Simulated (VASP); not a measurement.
Wanted: the native input for a VASP 6.6.1 run.

```
Task                   : relaxation of the atoms
Functional             : LDA
Potentials or basis    : VASP PAW LDA potentials, release 64 (Na_pv, Li_sv, I, Cl)
Cutoff                 : 650 eV
k mesh                 : 4 × 4 × 3
Occupations            : gaussian, width 0.01 eV
Spin                   : no spin polarisation
Dipole correction      : no
Further INCAR settings : ALGO = Normal; EDIFF = 1e-07; IBRION = 2; EDIFFG = -0.05; NSW = 80
```

The structure of NaLiICl lies in POSCAR:

```
NaLiICl
1.0
    4.0916360000      0.0000000000      0.0000000000
    0.0000000000      4.0916360000      0.0000000000
    0.0000000000      0.0000000000      6.2153440000
Na Li I Cl
1 1 1 1
Direct
    0.5000000000      0.5000000000      0.5000000000
    0.0000000000      0.0000000000      0.0000000000
    0.5000000000      0.5000000000      0.0000000000
    0.0000000000      0.0000000000      0.5000000000
```

One way to write it, as run:

INCAR

```
SYSTEM = NaLiICl
PREC = Accurate
ENCUT = 650
EDIFF = 1E-7
ISMEAR = 0
SIGMA = 0.01
LREAL = .FALSE.
LASPH = .TRUE.
NELM = 120
ALGO = Normal
ISIF = 2
LWAVE = .FALSE.
LCHARG = .FALSE.
GGA = CA
IBRION = 2
NSW = 80
EDIFFG = -0.05
GGA_COMPAT = .FALSE.
NELMIN = 4
```

KPOINTS

```
regular mesh
0
G
  4 4 3
  0 0 0
```

Potentials or basis: VASP PAW LDA potentials, release 64 (Na_pv, Li_sv, I, Cl).

Launch:

```sh
$ cat potpaw_LDA.64/Na_pv/POTCAR potpaw_LDA.64/Li_sv/POTCAR potpaw_LDA.64/I/POTCAR potpaw_LDA.64/Cl/POTCAR > POTCAR
$ mpirun -np 1 vasp_std > vasp.out
```

Results of the run:

The pressure after relaxing is -2.3 GPa and the band gap on the k mesh is 3.86 eV (least direct gap 4.15 eV).

Caveat: the relaxation stopped at its first step, so nothing moved; spin-orbit coupling is left out, which moves the levels of the heavy elements; an odd mesh through Γ misses points on the zone boundary, where band edges can lie.

Wall time 12 s on 1 thread of Intel(R) Xeon(R) 6975P-C (Granite Rapids), on a shared host, peak memory 0.22 GiB.
